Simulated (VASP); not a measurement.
# In (Fd-3m) in VASP: a series of runs, part 2 of 2

VASP 6.6.1. Earlier steps stand in the parts before.

## (4) Single point, revPBE

This run uses another cell than the first one, of 39.76 Å³/atom.

Input file INCAR:

```
  PREC = Accurate
  ENCUT = 520
  EDIFF = 1E-6
  ISMEAR = -1
  SIGMA = 0.1
  LREAL = False
  LASPH = True
  NELM = 80
  ALGO = Normal
  ISIF = 2
  LWAVE = False
  LCHARG = True
  GGA = RE
  LELF = True
  LVHAR = True
  NBANDS = 20
```

Input file KPOINTS:

```
Automatic mesh
0
Gamma
  13 13 13
```

Input file POSCAR:

```
In
1.0
    0.0000000000      3.4132156359      3.4132156359
    3.4132156359      0.0000000000      3.4132156359
    3.4132156359      3.4132156359      0.0000000000
In
2
Direct
    0.1250000000      0.1250000000      0.1250000000
    0.8750000000      0.8750000000      0.8750000000
```

Potentials or basis: VASP PAW PBE potentials, release 64 (In_d).

The run is started by

```bash
cat potpaw_PBE.64/In_d/POTCAR > POTCAR
mpirun -np 1 vasp_std > vasp.out
```

OUTCAR:

```text
PREC = Accurate
   ENCUT = 520
   EDIFF = 1E-6
   ISMEAR = -1
   LREAL = False
   LASPH = True
   NELM = 80
   ISIF = 2
   GGA = RE

 ion  position               nearest neighbor table
   1  0.125  0.125  0.125-   2 2.96   2 2.96   2 2.96   2 2.96
   2  0.875  0.875  0.875-   1 2.96   1 2.96   1 2.96   1 2.96

  LATTYP: Found a face centered cubic cell.
 ALAT       =     6.8264312718

  Lattice vectors:

 A1 = (   0.0000000000,   3.4132156359,   3.4132156359)
 A2 = (   3.4132156359,   0.0000000000,   3.4132156359)
 A3 = (   3.4132156359,   3.4132156359,   0.0000000000)

Analysis of symmetry for initial positions (statically):
=====================================================================
 Subroutine PRICEL returns:
 Original cell was already a primitive cell.

 Routine SETGRP: Setting up the symmetry group for a
 face centered cubic supercell.

 Subroutine GETGRP returns: Found 48 space group operations
 (whereof 12 operations were pure point group operations)
 out of a pool of 48 trial point group operations.

The static configuration has the point symmetry D_3d.
 The point group associated with its full space group is O_h .

Analysis of symmetry for dynamics (positions and initial velocities):
=====================================================================
 Subroutine PRICEL returns:
 Original cell was already a primitive cell.

 Routine SETGRP: Setting up the symmetry group for a
 face centered cubic supercell.

 Subroutine GETGRP returns: Found 48 space group operations
 (whereof 12 operations were pure point group operations)
 out of a pool of 48 trial point group operations.

The dynamic configuration has the point symmetry D_3d.
 The point group associated with its full space group is O_h .

 Subroutine INISYM returns: Found 48 space group operations
[... 103 lines left out ...]
   ISIF   =      2    stress and relaxation
   ISYM   =      2    0-nonsym 1-usesym 2-fastsym
   POTIM  = 0.5000    time-step for ionic-motion
   TEBEG  =    0.0;   TEEND  =   0.0 temperature during run
   PSTRESS=    0.0 pullay stress
   NELECT =      26.0000    total number of electrons
   NUPDOWN=      -1.0000    fix difference up-down
   EMIN   =  10.00;   EMAX   =-10.00  energy-range for DOS
   EFERMI =   0.00;   METHOD = LEGACY
   ISMEAR =    -1;   SIGMA  =   0.10  broadening in eV -4-tet -1-fermi 0-gaus
   EFERMI_NEDOS =   21; number of points for ismear=-14 and -15
   IALGO  =     38    algorithm
   IMIX   =      4    mixing-type and parameters
     AMIX     =   0.40;   BMIX     =  1.00
     AMIX_MAG =   1.60;   BMIX_MAG =  1.00
  volume/ion in A,a.u.               =      39.76       268.34
  Fermi-wavevector in a.u.,A,eV,Ry     =   1.127783  2.131201 17.305176  1.271895
  Thomas-Fermi vector in A             =   2.264471
   LORBIT       =      0    0 simple, 1 ext, 2 COOP (PROOUT), +10 PAW based schemes
   GGA     = RE    functional components
   LHFCALC =     F    Hartree Fock is set to
   AEXX    =    0.0000 exact exchange contribution
   IVDW    =     0    specifies the selected vdW correction
   LEPSILON=     F    determine dielectric tensor
   LRPA    =     F    only Hartree local field effects (RPA)
 non-spin polarized calculation
  energy-cutoff  :      520.00
  volume of cell :       79.53
 maximum number of plane-waves:      2165
   NGX = 17   NGY = 17   NGZ = 17

 number of electron      25.9999982 magnetization

 Free energy of the ion-electron system (eV)
  ---------------------------------------------------
  ext. energy  EPLUGINS =         0.00000000
  ---------------------------------------------------
  free energy    TOTEN  =        -3.91577018 eV

  energy without entropy =       -3.85752435  energy(sigma->0) =       -3.88664727

 E-fermi :   3.4127     XC(G=0):  -8.0035

 val. band max:        3.3981708418   @ k =   0.3846   0.3077   0.0000
 cond. band min:       3.4189360657   @ k =  -0.4615   0.3077   0.0000
 fundamental gap:      0.0207652238
 Fermi energy:         3.4126714755

 k-point     1 :       0.0000    0.0000    0.0000
  band No.  band energies     occupation
      1     -11.2024      2.00000
      2     -11.2024      2.00000
      3     -11.2024      2.00000
      4     -11.1467      2.00000
      5     -11.1467      2.00000
      6     -10.7993      2.00000
[... 541 lines left out ...]
     19      11.4679      0.00000
     20      13.2003      0.00000

 [... further k-points ...]
[... 5 lines left out ...]
  --------------------------------------------------------------------------------------
  -------------------------------------------------------------------------------------
  Total        0.0309560      0.0309560      0.0309560      0.0000000     -0.0000000     -0.0000000
  in kB        0.6236405      0.6236405      0.6236405      0.0000000     -0.0000000     -0.0000000
  external PRESSURE =       0.6236405 kB  Pullay stress =       0.0000000 kB

 VOLUME and BASIS-vectors are now :
 -----------------------------------------------------------------------------
  energy-cutoff  :      520.00
  volume of cell :       79.53
      direct lattice vectors                 reciprocal lattice vectors
     0.000000000  3.413215636  3.413215636    -0.146489426  0.146489426  0.146489426
     3.413215636  0.000000000  3.413215636     0.146489426 -0.146489426  0.146489426
     3.413215636  3.413215636  0.000000000     0.146489426  0.146489426 -0.146489426

 POSITION                                       TOTAL-FORCE (eV/Angst)
 -----------------------------------------------------------------------------------
      0.85330      0.85330      0.85330         0.000000     -0.000000     -0.000000
      5.97313      5.97313      5.97313        -0.000000      0.000000      0.000000
 -----------------------------------------------------------------------------------
    total drift:                                0.000000      0.000000      0.000000

  FREE ENERGIE OF THE ION-ELECTRON SYSTEM (eV)
  ---------------------------------------------------
  free  energy   TOTEN  =        -3.9157701840 eV

  energy  without entropy=       -3.8575243536  energy(sigma->0) =       -3.88664727
```

stdout:

```text
POSCAR found type information on POSCAR In
 POSCAR found :  1 types and       2 ions
 scaLAPACK will be used
 -----------------------------------------------------------------------------
|                                                                             |
|                                                                             |
|     You enforced a specific xc type in the INCAR file but a different       |
|     I HOPE YOU KNOW WHAT YOU ARE DOING!                                     |
|                                                                             |
 -----------------------------------------------------------------------------

 LDA part: xc-table for (Slater+PW92), standard interpolation
 POSCAR, INCAR and KPOINTS ok, starting setup
 FFT: planning ... GRIDC
 FFT: planning ... GRID_SOFT
 FFT: planning ... GRID
 WAVECAR not read
 entering main loop
```

Wall time 2.2 min (1 thread of Intel Xeon 8259CL, shared host); peak memory 0.26 GiB.

What came out:

```yaml
Free_energy: -3.9158 eV
Pressure: 0.1 GPa
Band_gap_on_the_k_mesh: zero (bands 13 and 14 overlap by 2.91 eV)
```

Caveat: the PAW data sets were made with another functional, which shifts forces and pressure a little; spin-orbit coupling is left out, which moves the levels of the heavy elements.

## (5) The runs side by side

| task | cell | k mesh | cutoff (eV) | gap on the mesh (eV) | pressure (GPa) |
| --- | --- | --- | --- | --- | --- |
| single point | a = 5.013 Å, angles 60.0°, 2 atoms | 9 × 9 × 9 | 520 | none | -1.4 |
| relaxation of cell and atoms | relaxed from a = 4.639 Å, angles 60.0°, 2 atoms | 8 × 8 × 8 | 600 | none | 0.0 |
| single point | a = 4.827 Å, angles 60.0°, 2 atoms | 13 × 13 × 13 | 520 | none | 0.1 |

Alike in all rows: level revPBE; potentials or basis VASP PAW PBE potentials, release 64 (In_d); no spin polarisation; smearing fermi-dirac 0.1 eV.

Caveats: the PAW data sets were made with another functional, which shifts forces and pressure a little; spin-orbit coupling is left out, which moves the levels of the heavy elements.

Total energies depend on the potentials used, so only differences within one code and one set of settings carry meaning.
